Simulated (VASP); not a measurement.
# CsPbCl3 (P4mm) in VASP: single point with PBE

Aim: the single point of CsPbCl3 with PBE.

All numbers are computed with VASP 6.6.1; they aren't measurements. Logs are shortened: lines on timing, memory, paths and dates and some standing lists are left out, and cuts for length are marked.

### Step 1. The cell of the first run

Symmetry: P4mm, No. 99, tetragonal system. Conventional cell: a = 5.736 Å, b = 5.736 Å, c = 5.736 Å, α = 90.00°, β = 90.00°, γ = 90.00°. Within 5.1 Å of Cs (site symmetry 4mm) lie 12 Cl at 3.92 to 4.20 Å and 8 Pb at 4.85 to 5.09 Å. Within 3.8 Å of Pb (site symmetry 4mm) lie 6 Cl at 2.87 Å. Within 3.8 Å of Cl (site symmetry 4mm) lie 2 Pb at 2.87 Å. Within 4.2 Å of Cl (site symmetry 2mm) lie 2 Pb at 2.87 Å and 4 Cs at 3.92 to 4.20 Å and 8 Cl at 4.06 Å.

### Step 2. Single point, PBE (atom 1 (Cs) moved 0.2 Å along x)

Input file INCAR:

```
PREC = Accurate ; ENCUT = 520
EDIFF = 1E-6 ; ISMEAR = 0
SIGMA = 0.05 ; LREAL = False
LASPH = True ; NELM = 100
ALGO = Normal ; ISIF = 2
LWAVE = False ; LCHARG = False
GGA = PE ; NBANDS = 30
```

Input file KPOINTS:

```
regular mesh
0
Gamma
  6 6 6
```

Input file POSCAR:

```
CsPbCl3
1.0
    5.7356751395      0.0000000000      0.0000000000
    0.0000000000      5.7356751395      0.0000000000
    0.0000000000      0.0000000000      5.7356751395
Cs Pb Cl
1 1 3
Direct
    0.0348694783      0.0000000000      0.0000000000
    0.5000000000      0.5000000000      0.5000000000
    0.0000000000      0.5000000000      0.5000000000
    0.5000000000      0.5000000000      0.0000000000
    0.5000000000      0.0000000000      0.5000000000
```

Potentials or basis: VASP PAW PBE potentials, release 64 (Cs_sv, Pb_d, Cl).

Started as:

```bash
> cat potpaw_PBE.64/Cs_sv/POTCAR potpaw_PBE.64/Pb_d/POTCAR potpaw_PBE.64/Cl/POTCAR > POTCAR
> mpirun -np 1 vasp_std > vasp.out
```

OUTCAR:

```text
PREC = Accurate
   ENCUT = 520
   EDIFF = 1E-6
   ISMEAR = 0
   LREAL = False
   LASPH = True
   NELM = 100
   ISIF = 2
   GGA = PE

 ion  position               nearest neighbor table
   1  0.035  0.000  0.000-
   2  0.500  0.500  0.500-   3 2.87   4 2.87   5 2.87   4 2.87   5 2.87   3 2.87
   3  0.000  0.500  0.500-   2 2.87   2 2.87
   4  0.500  0.500  0.000-   2 2.87   2 2.87
   5  0.500  0.000  0.500-   2 2.87   2 2.87

  LATTYP: Found a simple cubic cell.
 ALAT       =     5.7356751395

  Lattice vectors:

 A1 = (   5.7356751395,   0.0000000000,   0.0000000000)
 A2 = (   0.0000000000,   5.7356751395,   0.0000000000)
 A3 = (   0.0000000000,   0.0000000000,   5.7356751395)

Analysis of symmetry for initial positions (statically):
=====================================================================
 Subroutine PRICEL returns:
 Original cell was already a primitive cell.

 Routine SETGRP: Setting up the symmetry group for a
 simple cubic supercell.

 Subroutine GETGRP returns: Found  8 space group operations
 (whereof  8 operations were pure point group operations)
 out of a pool of 48 trial point group operations.

The static configuration has the point symmetry C_4v.

Analysis of symmetry for dynamics (positions and initial velocities):
=====================================================================
 Subroutine PRICEL returns:
 Original cell was already a primitive cell.

 Routine SETGRP: Setting up the symmetry group for a
 simple cubic supercell.

 Subroutine GETGRP returns: Found  8 space group operations
 (whereof  8 operations were pure point group operations)
 out of a pool of 48 trial point group operations.

The dynamic configuration has the point symmetry C_4v.

 Subroutine INISYM returns: Found  8 space group operations
 (whereof  8 operations are pure point group operations),
 and found     1 'primitive' translations

----------------------------------------------------------------------------------------

                                     Primitive cell

  volume of cell :     188.6921

  direct lattice vectors                    reciprocal lattice vectors
     5.735675139  0.000000000  0.000000000     0.174347392  0.000000000  0.000000000
     0.000000000  5.735675139  0.000000000     0.000000000  0.174347392  0.000000000
     0.000000000  0.000000000  5.735675139     0.000000000  0.000000000  0.174347392

  length of vectors
[... 89 lines left out ...]
   LREAL  =      F    real-space projection
   EDIFFG = 0.1E-04   stopping-criterion for IOM
   NSW    =      0    number of steps for IOM
   IBRION =     -1    ionic relax: 0-MD 1-quasi-New 2-CG
   NFREE  =      0    steps in history (QN), initial steepest desc. (CG)
   ISIF   =      2    stress and relaxation
   ISYM   =      2    0-nonsym 1-usesym 2-fastsym
   POTIM  = 0.5000    time-step for ionic-motion
   TEBEG  =    0.0;   TEEND  =   0.0 temperature during run
   PSTRESS=    0.0 pullay stress
   NELECT =      44.0000    total number of electrons
   NUPDOWN=      -1.0000    fix difference up-down
   EMIN   =  10.00;   EMAX   =-10.00  energy-range for DOS
   EFERMI =   0.00;   METHOD = LEGACY
   ISMEAR =     0;   SIGMA  =   0.05  broadening in eV -4-tet -1-fermi 0-gaus
   EFERMI_NEDOS =   21; number of points for ismear=-14 and -15
   IALGO  =     38    algorithm
   IMIX   =      4    mixing-type and parameters
     AMIX     =   0.40;   BMIX     =  1.00
     AMIX_MAG =   1.60;   BMIX_MAG =  1.00
  volume/ion in A,a.u.               =      37.74       254.67
  Fermi-wavevector in a.u.,A,eV,Ry     =   1.007646  1.904174 13.814673  1.015350
  Thomas-Fermi vector in A             =   2.140463
   LORBIT       =      0    0 simple, 1 ext, 2 COOP (PROOUT), +10 PAW based schemes
   GGA     = PE    functional components
   LHFCALC =     F    Hartree Fock is set to
   AEXX    =    0.0000 exact exchange contribution
   IVDW    =     0    specifies the selected vdW correction
   LEPSILON=     F    determine dielectric tensor
   LRPA    =     F    only Hartree local field effects (RPA)
 non-spin polarized calculation
 Gauss-broadening in eV      SIGMA  =   0.05
  energy-cutoff  :      520.00
  volume of cell :      188.69
 maximum number of plane-waves:      5112
 NGX is ok and might be reduce to    48
   NGX = 21   NGY = 21   NGZ = 21

 number of electron      44.0000011 magnetization

 Free energy of the ion-electron system (eV)
  ---------------------------------------------------
  ext. energy  EPLUGINS =         0.00000000
  ---------------------------------------------------
  free energy    TOTEN  =       -17.56362191 eV

  energy without entropy =      -17.56362191  energy(sigma->0) =      -17.56362191

 E-fermi :   1.1468     XC(G=0):  -7.5254

 val. band max:        0.9483862038   @ k =   0.5000   0.5000   0.5000
 cond. band min:       3.1672576967   @ k =   0.5000   0.5000   0.5000
 fundamental gap:      2.2188714929
 Fermi energy:         1.1467715884

 k-point     1 :       0.0000    0.0000    0.0000
  band No.  band energies     occupation
      1     -20.0647      2.00000
      2     -15.5573      2.00000
      3     -15.5558      2.00000
      4     -15.3990      2.00000
      5     -15.3982      2.00000
      6     -15.3982      2.00000
[... 781 lines left out ...]
     29       7.2072      0.00000
     30       7.5611      0.00000

 [... further k-points ...]

------------------------ aborting loop because EDIFF is reached ----------------------------------------

  FORCE on cell =-STRESS in cart. coord.  units (eV):
  Direction    XX          YY          ZZ          XY          YZ          ZX
  --------------------------------------------------------------------------------------
  -------------------------------------------------------------------------------------
  Total       -0.0161878     -0.0196063     -0.0196063      0.0000000      0.0000000      0.0000000
  in kB       -0.1374502     -0.1664765     -0.1664765      0.0000000      0.0000000      0.0000000
  external PRESSURE =      -0.1568011 kB  Pullay stress =       0.0000000 kB

 VOLUME and BASIS-vectors are now :
 -----------------------------------------------------------------------------
  energy-cutoff  :      520.00
  volume of cell :      188.69
      direct lattice vectors                 reciprocal lattice vectors
     5.735675139  0.000000000  0.000000000     0.174347392  0.000000000  0.000000000
     0.000000000  5.735675139  0.000000000     0.000000000  0.174347392  0.000000000
     0.000000000  0.000000000  5.735675139     0.000000000  0.000000000  0.174347392

 POSITION                                       TOTAL-FORCE (eV/Angst)
 -----------------------------------------------------------------------------------
      0.20000      0.00000      0.00000        -0.020142     -0.000000      0.000000
      2.86784      2.86784      2.86784         0.045889      0.000000     -0.000000
      0.00000      2.86784      2.86784         0.019381      0.000000     -0.000000
      2.86784      2.86784      0.00000        -0.022564      0.000000     -0.000000
      2.86784      0.00000      2.86784        -0.022564      0.000000     -0.000000
 -----------------------------------------------------------------------------------
    total drift:                               -0.000479     -0.000000      0.000000

  FREE ENERGIE OF THE ION-ELECTRON SYSTEM (eV)
  ---------------------------------------------------
  free  energy   TOTEN  =       -17.5636219115 eV

  energy  without entropy=      -17.5636219115  energy(sigma->0) =      -17.56362191
```

OSZICAR:

```text
N       E                     dE             d eps       ncg     rms          rms(c)
DAV:   1     0.404953506901E+03    0.40495E+03   -0.19030E+04  2400   0.132E+03
DAV:   2     0.345386247445E+02   -0.37041E+03   -0.35199E+03  2816   0.311E+02
DAV:   3    -0.166203628453E+02   -0.51159E+02   -0.50587E+02  3096   0.123E+02
DAV:   4    -0.184779944353E+02   -0.18576E+01   -0.18523E+01  3074   0.294E+01
DAV:   5    -0.185430496076E+02   -0.65055E-01   -0.65036E-01  3110   0.500E+00    0.493E+00
DAV:   6    -0.175980946136E+02    0.94495E+00   -0.16448E+00  3456   0.135E+01    0.323E+00
DAV:   7    -0.175500078176E+02    0.48087E-01   -0.64010E-01  3558   0.431E+00    0.187E+00
DAV:   8    -0.175652911858E+02   -0.15283E-01   -0.82043E-02  3222   0.217E+00    0.284E-01
DAV:   9    -0.175629485061E+02    0.23427E-02   -0.19393E-02  3786   0.102E+00    0.142E-01
DAV:  10    -0.175635161447E+02   -0.56764E-03   -0.19598E-03  2882   0.255E-01    0.589E-02
DAV:  11    -0.175636187726E+02   -0.10263E-03   -0.23368E-04  3178   0.119E-01    0.948E-03
DAV:  12    -0.175636217471E+02   -0.29744E-05   -0.25849E-05  3366   0.497E-02    0.347E-03
DAV:  13    -0.175636219115E+02   -0.16446E-06   -0.18470E-06  2810   0.747E-03
   1 F= -.17563622E+02 E0= -.17563622E+02  d E =-.190095E-10
```

It took 2 min on 1 thread of Intel Xeon 6975P-C (Granite Rapids), shared host; peak memory 0.44 GiB.

What came out:

| Property | Result |
| --- | --- |
| Free energy | -17.5636 eV |
| Pressure | 0.0 GPa |
| Largest force | 0.046 eV/Å |
| Band gap on the k mesh | 2.22 eV |

Forces on the atoms (eV/Å):
```
Cs  -0.020  0.000  0.000
Pb   0.046  0.000  0.000
Cl   0.019  0.000  0.000
Cl  -0.023  0.000  0.000
Cl  -0.023  0.000  0.000
```

Caveat: the cell differs from its parent crystal (atom 1 (Cs) moved 0.2 Å along x); spin-orbit coupling is left out, which moves the levels of the heavy elements.
